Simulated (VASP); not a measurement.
Wanted: the native input for a VASP 6.6.1 run.

```
Task                   : single point
Functional             : r2SCAN
Potentials or basis    : VASP PAW PBE potentials, release 64 (Zn, S)
Cutoff                 : 520 eV
k mesh                 : 6 × 4 × 4
Occupations            : gaussian, width 0.05 eV
Spin                   : no spin polarisation
Dipole correction      : no
Further INCAR settings : ALGO = Normal; EDIFF = 1e-07; NBANDS = 46
```

ZnS:

```
CELL_PARAMETERS angstrom
-3.80672 0.00000 0.00000
0.00000 0.00000 -6.24574
0.00000 -6.59344 0.00000
ATOMIC_POSITIONS crystal
Zn 0.50000 0.99461 0.21217
Zn 0.00000 0.99461 0.71217
Zn 0.00000 0.49461 0.28783
Zn 0.50000 0.49461 0.78783
S 0.50000 0.62039 0.12948
S 0.00000 0.62039 0.62948
S 0.00000 0.12039 0.37052
S 0.50000 0.12039 0.87052
```

This cell differs from its parent crystal: atoms displaced along a vibrational mode.

These files were run (other wordings do the same):

POSCAR

```
ZnS
1.0
   -3.8067217533      0.0000000000      0.0000000000
    0.0000000000      0.0000000000     -6.2457351331
    0.0000000000     -6.5934354870      0.0000000000
Zn S
4 4
Direct
    0.5000000000      0.9946115563      0.2121664673
    0.0000000000      0.9946115563      0.7121664673
    0.0000000000      0.4946115563      0.2878335327
    0.5000000000      0.4946115563      0.7878335327
    0.5000000000      0.6203888314      0.1294791214
    0.0000000000      0.6203888314      0.6294791214
    0.0000000000      0.1203888314      0.3705208786
    0.5000000000      0.1203888314      0.8705208786
```

INCAR.step1

```
SYSTEM = ZnS
PREC = Accurate
ENCUT = 520
ISMEAR = 0
SIGMA = 0.05
LREAL = .False.
LASPH = .True.
NELM = 80
NBANDS = 46
GGA = PE
ALGO = Normal
EDIFF = 1E-4
LWAVE = .True.
LCHARG = .False.
```

INCAR.step2

```
SYSTEM = ZnS
PREC = Accurate
ENCUT = 520
EDIFF = 1E-7
ISMEAR = 0
SIGMA = 0.05
LREAL = .False.
LASPH = .True.
NELM = 80
ALGO = Normal
ISIF = 2
LWAVE = .False.
LCHARG = .True.
METAGGA = R2SCAN
LMIXTAU = .True.
LELF = .True.
LVHAR = .True.
NBANDS = 46
ISTART = 1
```

KPOINTS

```
Automatic mesh
0
Gamma
  6 4 4
  0 0 0
```

Potentials or basis: VASP PAW PBE potentials, release 64 (Zn, S).

Run with:

```bash
$ cat potpaw_PBE.64/Zn/POTCAR potpaw_PBE.64/S/POTCAR > POTCAR
$ cp INCAR.step1 INCAR
$ mpirun -np 1 vasp_std > vasp.out
$ cp INCAR.step2 INCAR
$ mpirun -np 1 vasp_std > vasp.out
```

Results of the run:

The pressure is -0.6 GPa and the largest force is 0.385 eV/Å. The band gap on the k mesh is 2.65 eV.

Caveat: the cell differs from its parent crystal (atoms displaced along a vibrational mode); the PAW data sets were made with another functional, which shifts forces and pressure a little.

It took 7.8 min on 1 thread of AMD EPYC 9R45 96-Core Processor (Zen 5), on a shared host, peak memory 0.36 GiB.
